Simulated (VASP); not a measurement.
Runs of VASP 6.6.1 on Al3Ag. The structure is that of space group Pm-3m (No. 221), or close to it. The cells are those of the table. 

```csv
cell,gap on the mesh (eV),pressure (GPa)
"a = 4.026 Å, 4 atoms",none,-2.1
"a = 4.135 Å, 4 atoms",none,-7.7
"a = 4.082 Å, 4 atoms",none,(b)
"a = 3.970 Å, 4 atoms",none,(a)
"a = 4.188 Å, 4 atoms",none,-9.3
"a = 3.911 Å, 4 atoms",none,7.4
"a = 4.239 Å, 4 atoms",none,-10.4
```

Alike in all rows: task single point; level LDA; potentials or basis VASP PAW LDA potentials, release 64 (Al, Ag); no spin polarisation; k mesh 6 × 6 × 6; cutoff (eV) 520; smearing methfessel-paxton 0.15 eV.

Question: Estimate the missing entries.

Answer: (a) 2.1; (b) -5.4.

A k mesh can miss the band edges, and the runs leave out spin-orbit coupling on Ag.

A gap of «none» marks levels without a gap at the run's occupations.
